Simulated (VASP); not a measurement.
# VN (Fm-3m) in VASP: single point with PBE+U

Aim: the single point of VN with PBE+U.

Program: VASP 6.6.1. These are calculated values, not measurements. Logs are shortened: lines on timing, memory, paths and dates and some standing lists are left out, and cuts for length are marked.

## Step 1: The cell of the first run

Symmetry: Fm-3m, No. 225, cubic system. Conventional cell: a = 4.128 Å, b = 4.128 Å, c = 4.128 Å, α = 90.00°, β = 90.00°, γ = 90.00°. Within 2.7 Å of V (site symmetry m-3m) lie 6 N at 2.06 Å. N (site symmetry m-3m) has 6 V at 2.06 Å within 2.7 Å.

## Step 2: Single point, PBE+U, non-collinear spin, twin_end start, moments held on the sites

INCAR reads:

```
PREC = Accurate
ENCUT = 600
EDIFF = 1E-6
ISMEAR = 0
SIGMA = 0.05
LREAL = False
LASPH = True
NELM = 200
ALGO = Normal
ISIF = 2
LWAVE = False
LCHARG = True
LNONCOLLINEAR = True
MAGMOM = 0 0 1.56 0 0 0.02
LORBIT = 11
I_CONSTRAINED_M = 2
LAMBDA = 10
M_CONSTR = 1.155 1.155 1.155 0 0 0
RWIGS = 1.50 0.71
ISYM = -1
AMIX = 0.2
BMIX = 1E-4
AMIX_MAG = 0.8
BMIX_MAG = 1E-4
LMAXMIX = 4
LDAU = True
LDAUTYPE = 2
LDAUL = 2 -1
LDAUU = 8 0
LDAUJ = 0 0
LDAUPRINT = 1
GGA = PE
LVHAR = True
NBANDS = 30
GGA_COMPAT = False
```

KPOINTS reads:

```
Automatic mesh
0
Gamma
  8 8 8
```

POSCAR reads:

```
VN
1.0
    0.0000000000      2.0640009300      2.0640009300
    2.0640009300      0.0000000000      2.0640009300
    2.0640009300      2.0640009300      0.0000000000
V N
1 1
Direct
    0.0000000000      0.0000000000      0.0000000000
    0.5000000000      0.5000000000      0.5000000000
```

Potentials or basis: VASP PAW PBE potentials, release 64 (V_sv, N).

Run with:

```sh
cat potpaw_PBE.64/V_sv/POTCAR potpaw_PBE.64/N/POTCAR > POTCAR
mpirun -np 1 vasp_ncl > vasp.out
```

OUTCAR:

```text
PREC = Accurate
   ENCUT = 600
   EDIFF = 1E-6
   ISMEAR = 0
   LREAL = False
   LASPH = True
   NELM = 200
   ISIF = 2
   LNONCOLLINEAR = True
   LORBIT = 11
   ISYM = -1
   AMIX = 0.2
   AMIX_MAG = 0.8
   GGA = PE

 ion  position               nearest neighbor table
   1  0.000  0.000  0.000-   2 2.06   2 2.06   2 2.06   2 2.06   2 2.06   2 2.06
   2  0.500  0.500  0.500-   1 2.06   1 2.06   1 2.06   1 2.06   1 2.06   1 2.06

IMPORTANT INFORMATION: All symmetrisations will be switched off!
NOSYMM: (Re-)initialisation of all symmetry stuff for point group C_1.

----------------------------------------------------------------------------------------

                                     Primitive cell

  volume of cell :      17.5857

  direct lattice vectors                    reciprocal lattice vectors
     0.000000000  2.064000930  2.064000930    -0.242247953  0.242247953  0.242247953
     2.064000930  0.000000000  2.064000930     0.242247953 -0.242247953  0.242247953
     2.064000930  2.064000930  0.000000000     0.242247953  0.242247953 -0.242247953

  length of vectors
     2.918938108  2.918938108  2.918938108     0.419585762  0.419585762  0.419585762

  position of ions in fractional coordinates (direct lattice)
     0.000000000  0.000000000  0.000000000
     0.500000000  0.500000000  0.500000000

  ion indices of the primitive-cell ions
   primitive index   ion index
                 1           1
                 2           2

----------------------------------------------------------------------------------------

 KPOINTS: Automatic mesh

Automatic generation of k-mesh.
 Grid dimensions read from file:
 generate k-points for:    8    8    8

 Generating k-lattice:

  Cartesian coordinates                     Fractional coordinates (reciprocal lattice)
    -0.030280994  0.030280994  0.030280994     0.125000000  0.000000000  0.000000000
     0.030280994 -0.030280994  0.030280994     0.000000000  0.125000000  0.000000000
     0.030280994  0.030280994 -0.030280994     0.000000000  0.000000000  0.125000000

  Length of vectors
     0.052448220  0.052448220  0.052448220

  Shift w.r.t. Gamma in fractional coordinates (k-lattice)
     0.000000000  0.000000000  0.000000000

 Subroutine IBZKPT returns following result:
 ===========================================

 Found    512 irreducible k-points:

 Following reciprocal coordinates:
            Coordinates               Weight
  0.000000  0.000000  0.000000      1.000000
  0.125000  0.000000  0.000000      1.000000
  0.250000  0.000000  0.000000      1.000000
  0.375000  0.000000  0.000000      1.000000
  0.500000  0.000000  0.000000      1.000000
 -0.375000  0.000000  0.000000      1.000000
[... 16 lines left out ...]
 -0.250000  0.250000  0.000000      1.000000
 -0.125000  0.250000  0.000000      1.000000
 [... further k-points ...]
   k-points           NKPTS =    512   k-points in BZ     NKDIM =    512   number of bands    NBANDS=     30
   number of dos      NEDOS =    301   number of ions     NIONS =      2
   total plane-waves  NPLWV =  13824
   dimension x,y,z NGX =    24 NGY =   24 NGZ =   24
   dimension x,y,z NGXF=    48 NGYF=   48 NGZF=   48
   ions per type =               1   1
   NGX,Y,Z   is equivalent  to a cutoff of  13.67, 13.67, 13.67 a.u.
   NGXF,Y,Z  is equivalent  to a cutoff of  27.34, 27.34, 27.34 a.u.
 SYSTEM =  unknown system
   PREC   = accura    normal or accurate (medium, high low for compatibility)
[... 30 lines left out ...]
  Fermi-wavevector in a.u.,A,eV,Ry     =   1.649855  3.117774 37.035351  2.722022
  Thomas-Fermi vector in A             =   2.738904
   LORBIT       =     11    0 simple, 1 ext, 2 COOP (PROOUT), +10 PAW based schemes
 LDA+U is selected, type is set to LDAUTYPE =  2
   angular momentum for each species LDAUL =     2   -1
   U (eV)           for each species LDAUU =   8.0  0.0
   J (eV)           for each species LDAUJ =   0.0  0.0
   GGA     = PE    functional components
   LHFCALC =     F    Hartree Fock is set to
   AEXX    =    0.0000 exact exchange contribution
   IVDW    =     0    specifies the selected vdW correction
   LEPSILON=     F    determine dielectric tensor
   LRPA    =     F    only Hartree local field effects (RPA)
 Gauss-broadening in eV      SIGMA  =   0.05
  energy-cutoff  :      600.00
  volume of cell :       17.59
 maximum number of plane-waves:      1208
   NGX = 11   NGY = 11   NGZ = 11

atom =   1  type =  1  l = 2

 onsite density matrix

spin component  1

  0.6384 -0.0038  0.0025 -0.0351  0.0001      0.0000  0.0001 -0.0002 -0.0038 -0.0018
 -0.0038  0.6286  0.0129  0.0044 -0.0220     -0.0001 -0.0000 -0.0013 -0.0058 -0.0007
  0.0025  0.0129  0.2532  0.0010  0.0001      0.0002  0.0013 -0.0000  0.0004  0.0000
 -0.0351  0.0044  0.0010  0.6283  0.0021      0.0038  0.0058 -0.0004 -0.0000  0.0010
  0.0001 -0.0220  0.0001  0.0021  0.2526      0.0018  0.0007 -0.0000 -0.0010  0.0000
[... 19 lines left out ...]
  0.1912 -0.0008  0.0004 -0.0073 -0.0000     -0.0000 -0.0004 -0.0000 -0.0005 -0.0002
 -0.0008  0.1895  0.0024  0.0009 -0.0041      0.0004  0.0000 -0.0001 -0.0005 -0.0001
  0.0004  0.0024  0.1559  0.0002  0.0001      0.0000  0.0001  0.0000  0.0002  0.0000
 -0.0073  0.0009  0.0002  0.1892  0.0003      0.0005  0.0005 -0.0002 -0.0000  0.0002
 -0.0000 -0.0041  0.0001  0.0003  0.1558      0.0002  0.0001 -0.0000 -0.0002 -0.0000

 occupancies and eigenvectors

  o =  0.0248  v = -0.3353  0.0411 -0.0004  0.2988 -0.0001  0.4581  0.0331  0.0021 -0.3258  0.0005      0.0000  0.0653  0.0012  0.0603  0.0003  0.4580 -0.1454 -0.0011 -0.4906 -0.0001
  o =  0.0281  v =  0.1845  0.0334  0.0026  0.1194  0.0003 -0.2519  0.5028  0.0050 -0.1956 -0.0166      0.0000  0.4014  0.0063 -0.0238 -0.0118 -0.2519 -0.5941 -0.0123 -0.1306  0.0156
  o =  0.0318  v = -0.2547 -0.0299 -0.0012 -0.3070 -0.0002  0.3479  0.3207  0.0061  0.2872 -0.0066      0.0000  0.2048  0.0032 -0.0967 -0.0050  0.3479 -0.2390 -0.0027  0.5514  0.0072
  o =  0.1203  v =  0.0015  0.0105 -0.3927 -0.0002  0.1720 -0.0020 -0.0100  0.3111  0.0006 -0.2566      0.0000  0.0031 -0.1649  0.0002 -0.0159 -0.0020 -0.0185  0.7617  0.0001 -0.2130
  o =  0.1204  v = -0.0025  0.0013  0.1331 -0.0003  0.1619  0.0035 -0.0149 -0.3324  0.0031 -0.7591      0.0000 -0.0096 -0.1102  0.0019 -0.3939  0.0034  0.0113 -0.0312 -0.0021  0.3172
  o =  0.2859  v =  0.0044  0.0316 -0.2435 -0.0044  0.4076  0.0016 -0.0063  0.0120 -0.0009 -0.1052      0.0000  0.0488 -0.2761 -0.0020  0.6954  0.0016  0.0295 -0.1902 -0.0023  0.4038
  o =  0.2887  v = -0.0057 -0.0056  0.7532 -0.0045  0.3635 -0.0021 -0.0030  0.3823 -0.0021  0.1569      0.0000  0.0028 -0.2914  0.0011 -0.0649 -0.0021 -0.0011  0.1691 -0.0013  0.1092
  o =  0.7485  v =  0.5691 -0.0067  0.0052  0.6627  0.0042  0.2083  0.0466  0.0039  0.2107 -0.0012      0.0000 -0.1339 -0.0056  0.0870  0.0076  0.2083 -0.0515 -0.0002  0.2744  0.0043
  o =  0.7911  v = -0.1793 -0.4457 -0.0185 -0.0115  0.0236 -0.0656  0.1077  0.0016 -0.0340 -0.0075      0.0000 -0.7401 -0.0228  0.0814  0.0441 -0.0656 -0.4340 -0.0151  0.0256  0.0247
  o =  0.8430  v = -0.6577  0.1160  0.0013  0.5765 -0.0033 -0.2407  0.0109 -0.0003  0.1916 -0.0011      0.0000  0.0862  0.0021  0.0531 -0.0002 -0.2407  0.0739  0.0012  0.2304 -0.0013

 number of electron      18.0000004 magnetization       1.1547481      1.1546398      1.1549032

 Free energy of the ion-electron system (eV)
  ---------------------------------------------------
  ext. energy  EPLUGINS =         0.00000000
  ---------------------------------------------------
  free energy    TOTEN  =       -11.73404968 eV

  energy without entropy =      -11.73340175  energy(sigma->0) =      -11.73372571

 E-fermi :   9.5034     XC(G=0): -13.3417

 val. band max:        9.4934557061   @ k =   0.3750  -0.2500   0.2500
 cond. band min:       9.5067764624   @ k =   0.3750  -0.3750   0.1250
 fundamental gap:      0.0133207563
 Fermi energy:         9.5033888158

 k-point     1 :       0.0000    0.0000    0.0000
  band No.  band energies     occupation
      1     -55.4920      1.00000
      2     -48.0173      1.00000
      3     -29.0931      1.00000
      4     -29.0819      1.00000
      5     -29.0749      1.00000
      6     -21.9134      1.00000
[... 781 lines left out ...]
     29      23.3060      0.00000
     30      26.6351      0.00000

 [... further k-points ...]

------------------------ aborting loop because EDIFF is reached ----------------------------------------

  FORCE on cell =-STRESS in cart. coord.  units (eV):
  Direction    XX          YY          ZZ          XY          YZ          ZX
  --------------------------------------------------------------------------------------
  -------------------------------------------------------------------------------------
  Total        8.6212722      8.6281850      8.6348953     -0.0063083      0.1808502      0.0025821
  in kB      785.4567527    786.0865583    786.6979090     -0.5747265     16.4766914      0.2352453
  external PRESSURE =     786.0804067 kB  Pullay stress =       0.0000000 kB

 VOLUME and BASIS-vectors are now :
 -----------------------------------------------------------------------------
  energy-cutoff  :      600.00
  volume of cell :       17.59
      direct lattice vectors                 reciprocal lattice vectors
     0.000000000  2.064000930  2.064000930    -0.242247953  0.242247953  0.242247953
     2.064000930  0.000000000  2.064000930     0.242247953 -0.242247953  0.242247953
     2.064000930  2.064000930  0.000000000     0.242247953  0.242247953 -0.242247953

 POSITION                                       TOTAL-FORCE (eV/Angst)
 -----------------------------------------------------------------------------------
      0.00000      0.00000      0.00000        -0.000648      0.001730      0.000176
      2.06400      2.06400      2.06400         0.000648     -0.001730     -0.000176
 -----------------------------------------------------------------------------------
    total drift:                                0.005703      0.000163      0.003117

  FREE ENERGIE OF THE ION-ELECTRON SYSTEM (eV)
  ---------------------------------------------------
  free  energy   TOTEN  =       -11.7340496794 eV

  energy  without entropy=      -11.7334017453  energy(sigma->0) =      -11.73372571

 total charge

# of ion       s       p       d       tot
------------------------------------------
    1        2.235   6.270   3.249  11.754
    2        1.254   2.556   0.000   3.811
--------------------------------------------------
tot          3.489   8.826   3.249  15.565

 magnetization (x)

# of ion       s       p       d       tot
------------------------------------------
    1        0.012   0.009   1.512   1.533
    2       -0.032  -0.343   0.000  -0.376
--------------------------------------------------
tot         -0.021  -0.334   1.512   1.157

 magnetization (y)

# of ion       s       p       d       tot
------------------------------------------
    1        0.012   0.010   1.512   1.534
    2       -0.033  -0.343   0.000  -0.376
--------------------------------------------------
tot         -0.021  -0.334   1.512   1.158

 magnetization (z)

# of ion       s       p       d       tot
------------------------------------------
    1        0.012   0.009   1.512   1.533
    2       -0.032  -0.344   0.000  -0.377
--------------------------------------------------
tot         -0.020  -0.335   1.512   1.156
```

Wall time 67 min (1 thread of Intel Xeon Platinum 8488C (Sapphire Rapids), shared host); peak memory 0.6 GiB.

Results:

```
Free energy                                           : -11.7340 eV
Band gap on the k mesh                                : zero (bands 18 and 19 overlap by 2.03 eV)
Net moment                                            : 2.00 μB per cell
Valence electrons inside the program's atomic spheres : V 11.75; N 3.81
```

Levels at points of the mesh, in eV from the Fermi level:
| k point | band 15 | band 16 | band 17 | band 18 | band 19 | band 20 | band 21 | band 22 |
| --- | --- | --- | --- | --- | --- | --- | --- | --- |
| (0.00, 0.00, 0.00) | -0.10 | -0.10 | 0.71 | 0.72 | 0.72 | 1.96 | 1.99 | 7.90 |
| (0.50, 0.00, 0.00) | -1.99 | -1.97 | -0.92 | -0.75 | 0.83 | 7.70 | 7.75 | 7.93 |
| (0.00, 0.50, 0.00) | -1.99 | -1.97 | -0.65 | -0.44 | 0.55 | 7.68 | 7.71 | 7.93 |
| (0.50, 0.50, 0.00) | -1.27 | -0.99 | -0.95 | -0.95 | -0.83 | 2.98 | 4.11 | 5.21 |
| (0.00, 0.00, 0.50) | -1.99 | -1.98 | -0.56 | -0.38 | 0.46 | 7.68 | 7.70 | 7.93 |
| (0.50, 0.00, 0.50) | -1.27 | -1.01 | -0.95 | -0.94 | -0.91 | 2.97 | 4.09 | 5.22 |
| (0.00, 0.50, 0.50) | -1.28 | -1.27 | -0.95 | -0.94 | -0.56 | 2.95 | 4.09 | 5.22 |
| (0.50, 0.50, 0.50) | -1.99 | -1.98 | -0.92 | -0.74 | 0.83 | 7.70 | 7.75 | 7.93 |

Moments on the atoms (μB; x, y, z):
```
V    1.53  1.53  1.53
N   -0.38 -0.38 -0.38
```

Caveat: moments held by a penalty.
